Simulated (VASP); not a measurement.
A run of VASP 6.6.1 is set up as follows.

Contents of INCAR:

```
SYSTEM = Sb
PREC = Accurate ; ENCUT = 600
EDIFF = 1E-6 ; ISMEAR = 1
SIGMA = 0.1 ; LREAL = .False.
LASPH = .True. ; NELM = 100
ALGO = Normal ; ISIF = 3
LWAVE = .False. ; LCHARG = .False.
GGA = PS ; IBRION = 2
NSW = 80 ; EDIFFG = -0.03
```

File KPOINTS:

```
regular mesh
0
Gamma
  14 14 14
  0 0 0
```

The input POSCAR:

```
Sb
1.0
    3.2100000000      0.0000000000      0.0000000000
    0.0000000000      3.2100000000      0.0000000000
    0.0000000000      0.0000000000      3.2100000000
Sb
1
Direct
    0.0000000000      0.0000000000      0.0000000000
```

Potentials or basis: VASP PAW PBE potentials, release 64 (Sb).

Launch:

```console
$ cat potpaw_PBE.64/Sb/POTCAR > POTCAR
$ mpirun -np 1 vasp_std > vasp.out
```

Question: What does it give for the space group after relaxing (to 0.05 Å)?

Answer: Pm-3m (No. 221).

Question: Estimate the relaxed volume.

Answer: 28.75 Å³/atom.

Question: What does it give for the relaxed cell?

Answer: a = 3.064 Å, b = 3.064 Å, c = 3.064 Å, α = 90.00°, β = 90.00°, γ = 90.00°.

The path:
| step | energy change (eV) | largest force (eV/Å) | pressure (GPa) | volume (Å³) |
| --- | --- | --- | --- | --- |
| 1 | 0.0000 | 0.0000 | -6.36 | 33.08 |
| 2 | -0.0790 | 0.0000 | 3.89 | 27.18 |
| 3 | -0.0971 | 0.0000 | -0.02 | 28.75 |

Caveat: the PAW data sets were made with another functional, which shifts forces and pressure a little.
